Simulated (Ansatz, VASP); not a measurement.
Two plane-wave programs on Cu

Contents of INCAR:

```
SYSTEM = Cu
ALGO = Normal
EDIFF = 1E-6
ENCUT = 600
GGA = PE
GGA_COMPAT = .False.
ISIF = 2
ISMEAR = 1
LASPH = .True.
LCHARG = .True.
LELF = .True.
LREAL = .False.
LVHAR = .True.
LWAVE = .False.
NBANDS = 12
NELM = 120
PREC = Accurate
SIGMA = 0.1
```

Contents of KPOINTS:

```
k-points
0
Gamma
  13 13 13
  0 0 0
```

File POSCAR:

```
Cu
1.0
    0.0000000000      1.8075000000      1.8075000000
    1.8075000000      0.0000000000      1.8075000000
    1.8075000000      1.8075000000      0.0000000000
Cu
1
Direct
    0.0000000000      0.0000000000      0.0000000000
```

Input for Ansatz:

```yaml
crystal:
  lattice:
    bravais: fcc
    a: 3.615
  space_group: 225
  atoms:
    - { symbol: Cu, position: [0.0, 0.0, 0.0] }
  reduce_to_primitive: true
kpoints:
  mp_grid:
    grid: [13, 13, 13]
    shift: [0.0, 0.0, 0.0]
hamiltonian:
  xc: pbe
scf:
  convergence:
    dr2_threshold: 1.0e-09
  occupations:
    method: methfessel_paxton
    width: 0.1
output:
  forces: true
  stress: true
```

Alike in both runs: task single point; functional PBE; k mesh 13 × 13 × 13; occupations methfessel-paxton of order 1, width 0.1 eV; no spin polarisation.

|  | VASP | Ansatz |
| --- | --- | --- |
| version | VASP 6.6.1 | Ansatz 0.2.0 |
| potentials or method | VASP PAW PBE potentials, release 64 (Cu) | plane waves, PAW |
| plane-wave cutoff (eV) | 600 | 420 |
| valence electrons in the cell | 11 | 19 |

```tsv
	VASP	Ansatz	Ansatz less VASP
pressure (GPa)	2.3	1.7	-0.59
```

With one functional, cell and mesh, what is left measures potentials, basis and numerics. VASP's potentials hold 11 valence electrons a cell and Ansatz's 19, so a difference there can come from the potentials and not from the codes. Ansatz's warnings: stress scf threshold loose.
